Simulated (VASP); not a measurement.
# OsBr3 (Pm-3m) in VASP: a series of runs, part 2 of 2

VASP 6.6.1. Earlier steps stand in the parts before.

**3. Single point, PBEsol, collinear spin (31.11 Å³/atom)**

This run uses another cell than the first one, of 31.11 Å³/atom.

The input, INCAR:

```
SYSTEM = OsBr3
PREC = Accurate ; ENCUT = 520
EDIFF = 1E-6 ; ISMEAR = 0
SIGMA = 0.05 ; LREAL = .FALSE.
LASPH = .TRUE. ; NELM = 150
ALGO = Normal ; ISIF = 2
LWAVE = .FALSE. ; LCHARG = .FALSE.
ISPIN = 2 ; MAGMOM = 1.32 0 0 0
LORBIT = 11 ; LMAXMIX = 4
GGA = PS ; NBANDS = 26
```

The input, KPOINTS:

```
regular mesh
0
G
  6 6 6
  0 0 0
```

The input, POSCAR:

```
OsBr3
1.0
    4.9922567230      0.0000000000      0.0000000000
    0.0000000000      4.9922567230      0.0000000000
    0.0000000000      0.0000000000      4.9922567230
Os Br
1 3
Direct
    0.0000000000      0.0000000000      0.0000000000
    0.5000000000      0.0000000000      0.0000000000
    0.0000000000      0.0000000000      0.5000000000
    0.0000000000      0.5000000000      0.0000000000
```

Potentials or basis: VASP PAW PBE potentials, release 64 (Os, Br).

Command:

```
$ cat potpaw_PBE.64/Os/POTCAR potpaw_PBE.64/Br/POTCAR > POTCAR
$ mpirun -np 1 vasp_std > vasp.out
```

OUTCAR:

```text
SYSTEM = OsBr3
   PREC = Accurate
   ENCUT = 520
   EDIFF = 1E-6
   ISMEAR = 0
   LREAL = .FALSE.
   LASPH = .TRUE.
   NELM = 150
   ISIF = 2
   ISPIN = 2
   LORBIT = 11
   GGA = PS

 ion  position               nearest neighbor table
   1  0.000  0.000  0.000-   2 2.50   3 2.50   4 2.50   3 2.50   4 2.50   2 2.50
   2  0.500  0.000  0.000-   1 2.50   1 2.50
   3  0.000  0.000  0.500-   1 2.50   1 2.50
   4  0.000  0.500  0.000-   1 2.50   1 2.50

  LATTYP: Found a simple cubic cell.
 ALAT       =     4.9922567230

  Lattice vectors:

 A1 = (   4.9922567230,   0.0000000000,   0.0000000000)
 A2 = (   0.0000000000,   4.9922567230,   0.0000000000)
 A3 = (   0.0000000000,   0.0000000000,   4.9922567230)

Analysis of symmetry for initial positions (statically):
=====================================================================
[... 1357 lines left out ...]

------------------------ aborting loop because EDIFF is reached ----------------------------------------

  FORCE on cell =-STRESS in cart. coord.  units (eV):
  Direction    XX          YY          ZZ          XY          YZ          ZX
  --------------------------------------------------------------------------------------
  -------------------------------------------------------------------------------------
  Total        1.0700914      1.0700914      1.0700914      0.0000000      0.0000000     -0.0000000
  in kB       13.7797310     13.7797310     13.7797310      0.0000000      0.0000000     -0.0000000
  external PRESSURE =      13.7797310 kB  Pullay stress =       0.0000000 kB

 VOLUME and BASIS-vectors are now :
 -----------------------------------------------------------------------------
  energy-cutoff  :      520.00
  volume of cell :      124.42
      direct lattice vectors                 reciprocal lattice vectors
     4.992256723  0.000000000  0.000000000     0.200310211  0.000000000  0.000000000
     0.000000000  4.992256723  0.000000000     0.000000000  0.200310211  0.000000000
     0.000000000  0.000000000  4.992256723     0.000000000  0.000000000  0.200310211

 POSITION                                       TOTAL-FORCE (eV/Angst)
 -----------------------------------------------------------------------------------
      0.00000      0.00000      0.00000         0.000000      0.000000      0.000000
      2.49613      0.00000      0.00000         0.000000      0.000000      0.000000
      0.00000      0.00000      2.49613         0.000000      0.000000      0.000000
      0.00000      2.49613      0.00000         0.000000      0.000000      0.000000
 -----------------------------------------------------------------------------------
    total drift:                                0.000000      0.000000     -0.000000

  FREE ENERGIE OF THE ION-ELECTRON SYSTEM (eV)
  ---------------------------------------------------
  free  energy   TOTEN  =       -16.0614633692 eV

  energy  without entropy=      -16.0521077531  energy(sigma->0) =      -16.05678556

 total charge

# of ion       s       p       d       tot
------------------------------------------
    1        0.496   0.447   6.032   6.975
    2        1.608   3.185   0.052   4.845
    3        1.608   3.185   0.052   4.845
    4        1.608   3.185   0.052   4.845
--------------------------------------------------
tot          5.319  10.003   6.189  21.511

 magnetization (x)

# of ion       s       p       d       tot
------------------------------------------
    1        0.025   0.003   1.381   1.409
    2        0.005   0.116   0.003   0.123
    3        0.005   0.116   0.003   0.123
    4        0.005   0.116   0.003   0.123
--------------------------------------------------
tot          0.040   0.350   1.389   1.780
```

OSZICAR:

```text
N       E                     dE             d eps       ncg     rms          rms(c)
DAV:   1     0.189794641867E+03    0.18979E+03   -0.11584E+04  2088   0.918E+02
DAV:   2     0.107073750330E+01   -0.18872E+03   -0.17408E+03  2446   0.228E+02
DAV:   3    -0.167036354481E+02   -0.17774E+02   -0.17379E+02  2708   0.659E+01
DAV:   4    -0.169658632015E+02   -0.26223E+00   -0.26150E+00  2580   0.931E+00
DAV:   5    -0.169693374483E+02   -0.34742E-02   -0.34700E-02  2726   0.995E-01    0.189E+01
DAV:   6    -0.161316173883E+02    0.83772E+00   -0.45611E+00  2922   0.125E+01    0.112E+01
DAV:   7    -0.160718204108E+02    0.59797E-01   -0.65722E-01  2724   0.589E+00    0.705E+00
DAV:   8    -0.160632815210E+02    0.85389E-02   -0.47695E-02  2310   0.119E+00    0.235E+00
DAV:   9    -0.160604889350E+02    0.27926E-02   -0.16218E-02  2964   0.731E-01    0.337E-01
DAV:  10    -0.160614949090E+02   -0.10060E-02   -0.30764E-03  2286   0.282E-01    0.122E-01
DAV:  11    -0.160614581352E+02    0.36774E-04   -0.27276E-04  2406   0.113E-01    0.791E-02
DAV:  12    -0.160614608569E+02   -0.27217E-05   -0.25894E-05  2298   0.311E-02    0.453E-02
DAV:  13    -0.160614630204E+02   -0.21635E-05   -0.73925E-06  2544   0.130E-02    0.192E-02
DAV:  14    -0.160614633692E+02   -0.34876E-06   -0.87651E-07  1722   0.597E-03
   1 F= -.16061463E+02 E0= -.16056786E+02  d E =-.935562E-02  mag=     1.9907
```

Wall time 3 min (1 thread of Intel Xeon 8259CL, shared host); peak memory 0.33 GiB.

Results:

| Quantity | Value |
| --- | --- |
| Free energy | -16.0615 eV |
| Pressure | 1.4 GPa |
| Net moment | 1.99 μB per cell |
| Site moments | Os +1.41; Br +0.12 μB |
| Valence electrons inside the program's atomic spheres | Os 6.97; Br 4.84 |

Caveat: the PAW data sets were made with another functional, which shifts forces and pressure a little; spin-orbit coupling is left out, which moves the levels of the heavy elements.

**4. Single point, PBEsol, collinear spin (32.37 Å³/atom)**

This run uses another cell than the first one, of 32.37 Å³/atom.

The input, INCAR:

```
SYSTEM = OsBr3
  ALGO = Normal
  EDIFF = 1E-6
  ENCUT = 520
  GGA = PS
  ISIF = 2
  ISMEAR = 0
  ISPIN = 2
  LASPH = .TRUE.
  LCHARG = .TRUE.
  LELF = .TRUE.
  LMAXMIX = 4
  LORBIT = 11
  LREAL = .FALSE.
  LVHAR = .TRUE.
  LWAVE = .FALSE.
  MAGMOM = 1.32 0 0 0
  NBANDS = 26
  NELM = 150
  PREC = Accurate
  SIGMA = 0.05
```

The input, KPOINTS:

```
k-points
0
G
  6 6 6
  0 0 0
```

The input, POSCAR:

```
OsBr3
1.0
    5.0592748774      0.0000000000      0.0000000000
    0.0000000000      5.0592748774      0.0000000000
    0.0000000000      0.0000000000      5.0592748774
Os Br
1 3
Direct
    0.0000000000      0.0000000000      0.0000000000
    0.5000000000      0.0000000000      0.0000000000
    0.0000000000      0.0000000000      0.5000000000
    0.0000000000      0.5000000000      0.0000000000
```

Command:

```
$ cat potpaw_PBE.64/Os/POTCAR potpaw_PBE.64/Br/POTCAR > POTCAR
$ mpirun -np 1 vasp_std > vasp.out
```

Wall time 3.3 min (1 thread of Intel Xeon 8259CL, shared host); peak memory 0.33 GiB.

It converged, with:

- Free energy: -16.0672 eV
- Pressure: -1.0 GPa
- Net moment: 1.99 μB per cell
- Site moments: Os +1.43; Br +0.12 μB
- Valence electrons inside the program's atomic spheres: Os 6.88; Br 4.83

Levels at points of the mesh, in eV from the Fermi level:
Spin up:
| k point | band 12 | band 13 | band 14 | band 15 | band 16 | band 17 | band 18 | band 19 |
| --- | --- | --- | --- | --- | --- | --- | --- | --- |
| (0.00, 0.00, 0.00) | -2.23 | -1.93 | -1.93 | -1.93 | -1.32 | -1.32 | 1.01 | 4.36 |
| (0.50, 0.00, 0.00) | -2.04 | -2.04 | -1.32 | -0.42 | -0.42 | -0.28 | 6.12 | 6.31 |
| (0.50, 0.50, 0.00) | -1.24 | -0.91 | -0.42 | -0.42 | -0.30 | 4.01 | 6.79 | 6.79 |
| (0.50, 0.50, 0.50) | -1.23 | -0.28 | -0.28 | -0.28 | 4.02 | 4.02 | 5.08 | 5.59 |
Spin down:
```tsv
k point	band 10	band 11	band 12	band 13	band 14	band 15	band 16	band 17
(0.00, 0.00, 0.00)	-1.79	-1.79	-1.79	-1.51	-1.51	-1.51	-0.71	-0.71
(0.50, 0.00, 0.00)	-2.25	-1.88	-1.88	-1.50	-0.71	0.28	0.35	0.35
(0.50, 0.50, 0.00)	-2.63	-2.63	-1.04	-0.32	0.35	0.35	0.61	4.44
(0.50, 0.50, 0.50)	-1.03	-1.03	-1.03	0.63	0.63	0.63	4.45	4.45
```

Caveat: the PAW data sets were made with another functional, which shifts forces and pressure a little; spin-orbit coupling is left out, which moves the levels of the heavy elements.

**5. Single point, PBEsol, collinear spin (33.01 Å³/atom)**

This run uses another cell than the first one, of 33.01 Å³/atom.

The input, INCAR:

```
ALGO     = Normal         # electronic algorithm
EDIFF    = 1E-6           # SCF threshold, eV
ENCUT    = 520            # plane-wave cutoff, eV
GGA      = PS             # functional
ISIF     = 2              # what is computed and relaxed
ISMEAR   = 0              # smearing method
ISPIN    = 2              # spin polarisation
LASPH    = T              # aspherical terms in the spheres
LCHARG   = F              # write CHGCAR
LMAXMIX  = 4              # l up to which the mixer works
LORBIT   = 11             # projections on sites
LREAL    = F              # projectors in reciprocal space
LWAVE    = F              # write WAVECAR
MAGMOM   = 1.33 0 0 0     # initial moments
NBANDS   = 26             # bands
NELM     = 150            # most SCF steps
PREC     = Accurate       # precision mode
SIGMA    = 0.05           # smearing width, eV
```

The input, KPOINTS:

```
k-points
0
Gamma
  6 6 6
```

The input, POSCAR:

```
OsBr3
1.0
    5.0921282322      0.0000000000      0.0000000000
    0.0000000000      5.0921282322      0.0000000000
    0.0000000000      0.0000000000      5.0921282322
Os Br
1 3
Direct
    0.0000000000      0.0000000000      0.0000000000
    0.5000000000      0.0000000000      0.0000000000
    0.0000000000      0.0000000000      0.5000000000
    0.0000000000      0.5000000000      0.0000000000
```

Command:

```
$ cat potpaw_PBE.64/Os/POTCAR potpaw_PBE.64/Br/POTCAR > POTCAR
$ mpirun -np 1 vasp_std > vasp.out
```

It took 3.1 min on 1 thread of Intel Xeon 8259CL, shared host; peak memory 0.34 GiB.

It converged, with:

```yaml
Free_energy: -16.0443 eV
Pressure: -1.9 GPa
Net_moment: 2.01 μB per cell
Site_moments: Os +1.45; Br +0.12 μB
Valence_electrons_inside_the_program's_atomic_spheres: Os 6.83; Br 4.82
```

Levels at points of the mesh, in eV from the Fermi level:
Spin up:
| k point | band 12 | band 13 | band 14 | band 15 | band 16 | band 17 | band 18 | band 19 |
| --- | --- | --- | --- | --- | --- | --- | --- | --- |
| (0.00, 0.00, 0.00) | -2.19 | -1.91 | -1.91 | -1.91 | -1.34 | -1.34 | 0.91 | 4.40 |
| (0.50, 0.00, 0.00) | -2.01 | -2.01 | -1.33 | -0.45 | -0.45 | -0.34 | 6.09 | 6.17 |
| (0.50, 0.50, 0.00) | -1.23 | -0.94 | -0.44 | -0.44 | -0.32 | 3.85 | 6.73 | 6.73 |
| (0.50, 0.50, 0.50) | -1.23 | -0.30 | -0.30 | -0.30 | 3.86 | 3.86 | 5.16 | 5.55 |
Spin down:
```csv
k point,band 11,band 12,band 13,band 14,band 15,band 16
"(0.00, 0.00, 0.00)",-1.77,-1.77,-1.45,-1.45,-1.45,-0.71
"(0.50, 0.00, 0.00)",-1.85,-1.85,-1.43,-0.71,0.24,0.34
"(0.50, 0.50, 0.00)",-2.57,-1.04,-0.34,0.34,0.34,0.60
"(0.50, 0.50, 0.50)",-1.03,-1.03,0.62,0.62,0.62,4.30
```

Caveat: the PAW data sets were made with another functional, which shifts forces and pressure a little; spin-orbit coupling is left out, which moves the levels of the heavy elements.

**6. Summary**

```csv
cell,gap on the mesh (eV),pressure (GPa),moment (μB)
"a = 4.958 Å, 4 atoms",none,2.8,1.99
"a = 4.992 Å, 4 atoms",none,1.4,1.99
"a = 5.059 Å, 4 atoms",none,-1.0,1.99
"a = 5.092 Å, 4 atoms",none,-1.9,2.01
```

Alike in all rows: task single point; level PBEsol; potentials or basis VASP PAW PBE potentials, release 64 (Os, Br); spin collinear; k mesh 6 × 6 × 6; cutoff (eV) 520; smearing gaussian 0.05 eV.

Caveats: the PAW data sets were made with another functional, which shifts forces and pressure a little; spin-orbit coupling is left out, which moves the levels of the heavy elements.

Total energies depend on the potentials used, so only differences within one code and one set of settings carry meaning.
